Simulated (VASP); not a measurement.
# Li2Se (Fm-3m) in VASP: G0W0 quasiparticle levels with PBE

Aim: the G0W0 quasiparticle levels of Li2Se with PBE.

Everything below comes from runs of VASP 6.6.1. Logs are shortened: lines on timing, memory, paths and dates and some standing lists are left out, and cuts for length are marked.

## Step 1: The cell of the first run

Symmetry: Fm-3m, No. 225, cubic system. Conventional cell: a = 5.987 Å, b = 5.987 Å, c = 5.987 Å, α = 90.00°, β = 90.00°, γ = 90.00°. Within 3.4 Å of Li (site symmetry -43m) lie 4 Se at 2.59 Å and 6 Li at 2.99 Å. Within 3.4 Å of Se (site symmetry m-3m) lie 8 Li at 2.59 Å.

## Step 2: G0W0 quasiparticle levels, PBE

POSCAR reads:

```
Li2Se
1.0
    0.0000000000      2.9934588640      2.9934588640
    2.9934588640      0.0000000000      2.9934588640
    2.9934588640      2.9934588640      0.0000000000
Li Se
2 1
Direct
    0.2500000000      0.2500000000      0.2500000000
    0.7500000000      0.7500000000      0.7500000000
    0.0000000000      0.0000000000      0.0000000000
```

INCAR.step1 reads:

```
SYSTEM = Li2Se
  ALGO = Normal
  EDIFF = 1E-8
  ENCUT = 500
  GGA = PE
  ISMEAR = 0
  LASPH = .True.
  LCHARG = .False.
  LREAL = .False.
  LWAVE = .True.
  NELM = 80
  PREC = Accurate
  SIGMA = 0.01
```

INCAR.step2 reads:

```
SYSTEM = Li2Se
  ALGO = Exact
  EDIFF = 1E-8
  ENCUT = 500
  GGA = PE
  ISMEAR = 0
  ISTART = 1
  LASPH = .True.
  LCHARG = .False.
  LOPTICS = .True.
  LREAL = .False.
  LWAVE = .True.
  NBANDS = 91
  NELM = 1
  PREC = Accurate
  SIGMA = 0.01
```

INCAR.step3 reads:

```
SYSTEM = Li2Se
  ALGO = EVGW0
  EDIFF = 1E-8
  ENCUT = 500
  ENCUTGW = 80.0
  GGA = PE
  ISMEAR = 0
  ISTART = 1
  LASPH = .True.
  LCHARG = .False.
  LREAL = .False.
  LWAVE = .False.
  NBANDS = 91
  NBANDSGW = 12
  NELMGW = 1
  NOMEGA = 48
  PREC = Accurate
  PRECFOCK = Fast
  SIGMA = 0.01
```

KPOINTS reads:

```
k-points
0
Gamma
  8 8 8
  0 0 0
```

Potentials or basis: VASP PAW PBE potentials, release 64 (Li_GW, Se_GW).

Run with:

```sh
$ cat potpaw_PBE.64/Li_GW/POTCAR potpaw_PBE.64/Se_GW/POTCAR > POTCAR
$ cp INCAR.step1 INCAR
$ mpirun -np 1 vasp_std > vasp.out
$ cp INCAR.step2 INCAR
$ mpirun -np 1 vasp_std > vasp.out
$ cp INCAR.step3 INCAR
$ mpirun -np 1 vasp_std > vasp.out
```

OUTCAR:

```text
SYSTEM = Li2Se
   EDIFF = 1E-8
   ENCUT = 500
   ENCUTGW = 80.0
   GGA = PE
   ISMEAR = 0
   ISTART = 1
   LASPH = .True.
   LREAL = .False.
   NELMGW = 1
   PREC = Accurate
   PRECFOCK = Fast

 ion  position               nearest neighbor table
   1  0.250  0.250  0.250-   3 2.59   3 2.59   3 2.59   3 2.59   2 2.99   2 2.99   2 2.99   2 2.99
                             2 2.99   2 2.99
   2  0.750  0.750  0.750-   3 2.59   3 2.59   3 2.59   3 2.59   1 2.99   1 2.99   1 2.99   1 2.99
                             1 2.99   1 2.99
   3  0.000  0.000  0.000-   2 2.59   2 2.59   2 2.59   1 2.59   1 2.59   1 2.59   2 2.59   1 2.59

  LATTYP: Found a face centered cubic cell.
 ALAT       =     5.9869177280

  Lattice vectors:

 A1 = (   0.0000000000,   2.9934588640,   2.9934588640)
 A2 = (   2.9934588640,   0.0000000000,   2.9934588640)
 A3 = (   2.9934588640,   2.9934588640,   0.0000000000)

Analysis of symmetry for initial positions (statically):
=====================================================================
 Subroutine PRICEL returns:
 Original cell was already a primitive cell.

 Routine SETGRP: Setting up the symmetry group for a
 face centered cubic supercell.

 Subroutine GETGRP returns: Found 48 space group operations
 (whereof 48 operations were pure point group operations)
 out of a pool of 48 trial point group operations.

The static configuration has the point symmetry O_h .

Analysis of symmetry for dynamics (positions and initial velocities):
=====================================================================
 Subroutine PRICEL returns:
 Original cell was already a primitive cell.

 Routine SETGRP: Setting up the symmetry group for a
 face centered cubic supercell.

 Subroutine GETGRP returns: Found 48 space group operations
 (whereof 48 operations were pure point group operations)
 out of a pool of 48 trial point group operations.

The dynamic configuration has the point symmetry O_h .

 Subroutine INISYM returns: Found 48 space group operations
 (whereof 48 operations are pure point group operations),
 and found     1 'primitive' translations

----------------------------------------------------------------------------------------

                                     Primitive cell

  volume of cell :      53.6475

  direct lattice vectors                    reciprocal lattice vectors
     0.000000000  2.993458864  2.993458864    -0.167030857  0.167030857  0.167030857
     2.993458864  0.000000000  2.993458864     0.167030857 -0.167030857  0.167030857
     2.993458864  2.993458864  0.000000000     0.167030857  0.167030857 -0.167030857

  length of vectors
     4.233390124  4.233390124  4.233390124     0.289305931  0.289305931  0.289305931

  position of ions in fractional coordinates (direct lattice)
     0.250000000  0.250000000  0.250000000
     0.750000000  0.750000000  0.750000000
     0.000000000  0.000000000  0.000000000

  ion indices of the primitive-cell ions
   primitive index   ion index
                 1           1
                 2           2
                 3           3

----------------------------------------------------------------------------------------

 KPOINTS: k-points

Automatic generation of k-mesh.
 Grid dimensions read from file:
 generate k-points for:    8    8    8

 Generating k-lattice:

  Cartesian coordinates                     Fractional coordinates (reciprocal lattice)
    -0.020878857  0.020878857  0.020878857     0.125000000  0.000000000  0.000000000
     0.020878857 -0.020878857  0.020878857     0.000000000  0.125000000  0.000000000
     0.020878857  0.020878857 -0.020878857     0.000000000  0.000000000  0.125000000

  Length of vectors
     0.036163241  0.036163241  0.036163241

  Shift w.r.t. Gamma in fractional coordinates (k-lattice)
     0.000000000  0.000000000  0.000000000

 Subroutine IBZKPT returns following result:
 ===========================================

 Found     29 irreducible k-points:

 Following reciprocal coordinates:
            Coordinates               Weight
  0.000000  0.000000  0.000000      1.000000
  0.125000  0.000000  0.000000      8.000000
  0.250000  0.000000  0.000000      8.000000
  0.375000  0.000000  0.000000      8.000000
  0.500000  0.000000  0.000000      4.000000
  0.125000  0.125000  0.000000      6.000000
[... 16 lines left out ...]
  0.500000  0.250000  0.125000     48.000000
 -0.375000  0.250000  0.125000     24.000000
 [... further k-points ...]
   k-points           NKPTS =     29   k-points in BZ     NKDIM =    512   number of bands    NBANDS=     91
   number of dos      NEDOS =    301   number of ions     NIONS =      3
   total plane-waves  NPLWV =  32768
   dimension x,y,z NGX =    32 NGY =   32 NGZ =   32
   dimension x,y,z NGXF=    64 NGYF=   64 NGZF=   64
   ions per type =               2   1
   NGX,Y,Z   is equivalent  to a cutoff of  12.57, 12.57, 12.57 a.u.
   NGXF,Y,Z  is equivalent  to a cutoff of  25.13, 25.13, 25.13 a.u.
 SYSTEM =  Li2Se
   PREC   = accura    normal or accurate (medium, high low for compatibility)
   ISTART =      1    job   : 0-new  1-cont  2-samecut
   ICHARG =      0    charge: 1-file 2-atom 10-const
   ISPIN  =      1    spin polarized calculation?
   LNONCOLLINEAR =      F non collinear calculations
   LSORBIT =      F    spin-orbit coupling
   LASPH  =      T    aspherical Exc in radial PAW
   ENCUT  =  500.0 eV  36.75 Ry    6.06 a.u.   7.72  7.72  7.72*2*pi/ulx,y,z
   NELM   =     60;   NELMIN=  2; NELMDL=  0     # of ELM steps
   EDIFF  = 0.1E-07   stopping-criterion for ELM
   LREAL  =      F    real-space projection
   EDIFFG = 0.1E-06   stopping-criterion for IOM
   NSW    =      0    number of steps for IOM
   IBRION =     -1    ionic relax: 0-MD 1-quasi-New 2-CG
   NFREE  =      0    steps in history (QN), initial steepest desc. (CG)
   ISIF   =      0    stress and relaxation
   ISYM   =      3    0-nonsym 1-usesym 2-fastsym
   POTIM  = 0.5000    time-step for ionic-motion
   TEBEG  =    0.0;   TEEND  =   0.0 temperature during run
   PSTRESS=    0.0 pullay stress
   NELECT =       8.0000    total number of electrons
   NUPDOWN=      -1.0000    fix difference up-down
   EMIN   =  10.00;   EMAX   =-10.00  energy-range for DOS
   EFERMI =   0.00;   METHOD = LEGACY
   ISMEAR =     0;   SIGMA  =   0.01  broadening in eV -4-tet -1-fermi 0-gaus
   EFERMI_NEDOS =   21; number of points for ismear=-14 and -15
   IALGO  =     38    algorithm
   IMIX   =      4    mixing-type and parameters
     AMIX     =   0.40;   BMIX     =  1.00
     AMIX_MAG =   1.60;   BMIX_MAG =  1.00
  volume/ion in A,a.u.               =      17.88       120.68
  Fermi-wavevector in a.u.,A,eV,Ry     =   0.868137  1.640541 10.254189  0.753662
  Thomas-Fermi vector in A             =   1.986772
   LORBIT       =      0    0 simple, 1 ext, 2 COOP (PROOUT), +10 PAW based schemes
   GGA     = PE    functional components
   LHFCALC =     T    Hartree Fock is set to
   PRECFOCK=fast      Normal, Fast or Accurate (Low or Medium for compatibility)
   ENCUT4O =  -1.0   cutoff for four orbital integrals eV
   NKREDX  =     1    reduce k-point grid by
   NKREDY  =     1    reduce k-point grid by
   NKREDZ  =     1    reduce k-point grid by
   AEXX    =    1.0000 exact exchange contribution
   HFSCREEN=    0.0000 screening length (either q_TF or 0.3 A-1)
   HFSCREENC=   0.0000 screening length for correlation (either q_TF or 0.3 A-1)
   ENCUTFOCK=  -1.0 apply spherical cutoff to Coloumb kernel
   IVDW    =     0    specifies the selected vdW correction
   LEPSILON=     F    determine dielectric tensor
   LRPA    =     F    only Hartree local field effects (RPA)
   LRPAFORCE           =     F    calculate RPA forces
   ENCUTGW             =  80.0    cutoff for response function in eV
   ENCUTGWSOFT         =  64.0    soft cutoff for Coulomb kernel in GW response function in eV
   ENCUTLF             =  -1.0    cutoff for local field effects
   NELMGW              =     1    number of iterations in solving QP/BSE equation
   NELMHF              =     1    number of iterations in the inner HF iteration
   NKREDLFX            =     1    NKREDLFY  =   1   NKREDLFZ  =   1
 non-spin polarized calculation
 Gauss-broadening in eV      SIGMA  =   0.01
  energy-cutoff  :      500.00
  volume of cell :       53.65
 maximum number of plane-waves:      1380
  NGX = 18; NGY = 18; NGZ = 18
   NGX = 15   NGY = 15   NGZ = 15
 maximum number of plane-waves:        94
 NGX is ok and might be reduce to    14

 QP shifts <psi_nk| G(iteration)W_0 |psi_nk>: iteration 1
 for sc-GW calculations column KS-energies equals QP-energies in previous step
 and V_xc(KS)=  KS-energies - (<T + V_ion + V_H > + <T+V_H+V_ion>^1  + <V_x>^1)

 k-point   1 :       0.0000    0.0000    0.0000
  band No.  KS-energies  QP-energies   sigma(KS)   V_xc(KS)     V^pw_x(r,r')   Z            occupation Imag(sigma)

      1     -12.0289     -12.7726     -13.4081     -12.3885     -19.7576       0.7294       2.0000       1.3970
      2      -0.6064      -1.5360     -12.9836     -11.7852     -14.5415       0.7757       2.0000       0.0657
      3      -0.6064      -1.5360     -12.9836     -11.7852     -14.5415       0.7757       2.0000       0.0657
      4      -0.6064      -1.5360     -12.9836     -11.7852     -14.5415       0.7757       2.0000       0.0657
      5       2.8039       3.3230      -6.9528      -7.5985      -3.7637       0.8039       0.0000      -0.0661
      6       5.0216       5.7379      -6.8074      -7.7053      -3.3574       0.7977       0.0000      -0.0754
      7       5.0216       5.7379      -6.8074      -7.7053      -3.3574       0.7977       0.0000      -0.0754
      8       5.0216       5.7379      -6.8074      -7.7053      -3.3574       0.7977       0.0000      -0.0754
      9      10.0026      10.5980      -7.6768      -8.4523      -3.4913       0.7678       0.0000      -0.1975
     10      10.0026      10.5980      -7.6768      -8.4523      -3.4913       0.7678       0.0000      -0.1975
     11      10.3548      10.7300      -6.0057      -6.5048      -1.3218       0.7517       0.0000      -0.2953
     12      10.3548      10.7300      -6.0057      -6.5048      -1.3218       0.7517       0.0000      -0.2953

 k-point   2 :       0.1250    0.0000    0.0000
  band No.  KS-energies  QP-energies   sigma(KS)   V_xc(KS)     V^pw_x(r,r')   Z            occupation Imag(sigma)
[... 353 lines left out ...]
      1     -11.5933     -12.1834     -13.6138     -12.7946     -19.8809       0.7203       2.0000       1.2808
      2      -3.2452      -4.4535     -11.4099      -9.7800     -13.6787       0.7414       2.0000       0.1084
      3      -1.9275      -3.0131     -12.1507     -10.7229     -14.0364       0.7602       2.0000       0.0807
      4      -1.5465      -2.5718     -12.2977     -10.9572     -14.0585       0.7649       2.0000       0.0746
      5       4.8102       5.2875      -7.0438      -7.6450      -3.6424       0.7938       0.0000      -0.0805
      6       5.1734       5.8401      -6.9023      -7.7442      -3.2699       0.7919       0.0000      -0.0844
      7       7.0634       7.7655      -7.2638      -8.1686      -3.3764       0.7761       0.0000      -0.1085
      8       7.7951       8.4450      -7.5921      -8.4450      -3.5630       0.7619       0.0000      -0.1331
      9       8.8022       9.4789      -7.2155      -8.1089      -2.9151       0.7574       0.0000      -0.1586
     10      10.1598      10.7474      -7.2212      -8.0124      -2.5477       0.7427       0.0000      -0.2640
     11      12.0665      12.9071      -7.6703      -8.7685      -3.0450       0.7654       0.0000      -0.3268
     12      12.7307      13.2526      -6.6669      -7.3590      -1.6355       0.7542       0.0000      -0.4596

 [... further k-points ...]
```

It took 68 min on 1 thread of Intel Xeon 8259CL, shared host; peak memory 1.6 GiB.

Results:

```
Quasiparticle gap                                   : 4.26 eV
Least direct quasiparticle gap                      : 4.86 eV
Band gap of the starting levels on the mesh         : 2.97 eV
Least direct gap of the starting levels on the mesh : 3.41 eV
```

Caveat: bands, screening cutoff and mesh are small and nothing is extrapolated, so the quasiparticle values aren't converged.
